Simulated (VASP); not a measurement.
# WC (Qusongite): single point with PBE+D4

The system is WC (Qusongite).

```xyz
2
Lattice="2.9065 0.0000 0.0000 -1.4532 2.5171 0.0000 0.0000 0.0000 2.8366" Properties=species:S:1:pos:R:3 pbc="T T T"
W     0.0000    0.0000    0.0000
C     1.4533    0.8390    1.4183
```

| Item | Value |
| --- | --- |
| Program | VASP 6.6.1 |
| Task | single point |
| Functional | PBE |
| Dispersion | D4 |
| Potentials or basis | VASP PAW PBE potentials, release 64 (W_sv, C) |
| Cutoff | 520 eV |
| k mesh | 11 × 11 × 10 |
| Occupations | fermi-dirac, width 0.05 eV |
| Spin | no spin polarisation |
| Dipole correction | no |
| Further INCAR settings | ALGO = Normal; EDIFF = 1e-06; NBANDS = 16 |

```yaml
Pressure: -0.2 GPa
Band_gap_on_the_k_mesh: zero (band 9 reaches 11.72 eV, above the bottom of band 10 at 10.49 eV)
Dispersion_energy_per_atom: -0.487 eV
```

Stress tensor (GPa, compression positive):
```
-0.18  0.00  0.00
 0.00 -0.18  0.00
 0.00  0.00 -0.29
```

Levels at points of the mesh, in eV from the Fermi level:
| k point | band 5 | band 6 | band 7 | band 8 | band 9 | band 10 | band 11 | band 12 | band 13 | band 14 |
| --- | --- | --- | --- | --- | --- | --- | --- | --- | --- | --- |
| (0.00, 0.00, 0.00) | -14.50 | -4.36 | -3.38 | -3.38 | 0.04 | 3.19 | 3.19 | 5.58 | 5.58 | 6.34 |
| (0.00, 0.00, 0.50) | -10.47 | -8.70 | -2.06 | -2.06 | -0.63 | -0.63 | 3.62 | 4.48 | 4.48 | 9.92 |

It took 10 s on 1 thread of Intel(R) Xeon(R) 6975P-C (Granite Rapids) (shared host), peak memory 0.16 GiB.

Caveat: spin-orbit coupling is left out, which moves the levels of the heavy elements; pairwise dispersion overbinds metals, which lowers pressure and volume.
